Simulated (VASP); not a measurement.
A run of VASP 6.6.1:

Contents of INCAR:

```
SYSTEM = Ca
ALGO = Normal
EDIFF = 1E-6
ENCUT = 520
GGA = PE
ISIF = 2
ISMEAR = -1
LASPH = .TRUE.
LCHARG = .TRUE.
LELF = .TRUE.
LREAL = .FALSE.
LVHAR = .TRUE.
LWAVE = .FALSE.
NBANDS = 11
NELM = 60
PREC = Accurate
SIGMA = 0.05
```

KPOINTS

```
k-points
0
G
  10 10 10
  0 0 0
```

The input POSCAR:

```
Ca
1.0
   -2.2624000000      2.2400000000      2.2400000000
    2.2400000000     -2.2624000000      2.2400000000
    2.2400000000      2.2400000000     -2.2624000000
Ca
1
Direct
    0.0000000000      0.0000000000      0.0000000000
```

Potentials or basis: VASP PAW PBE potentials, release 64 (Ca_sv).

Command:

```sh
$ cat potpaw_PBE.64/Ca_sv/POTCAR > POTCAR
$ mpirun -np 1 vasp_std > vasp.out
```

Hardware: 1 thread of Intel(R) Xeon(R) Platinum 8375C CPU @ 2.90GHz (Ice Lake), with other jobs on the host.

Question: Estimate the wall time of this run.

Answer: Run time: 34 s on 1 thread of Intel(R) Xeon(R) Platinum 8375C CPU @ 2.90GHz (Ice Lake), on a shared host, peak memory 0.2 GiB. Counts: scf iterations 11, k points 116.
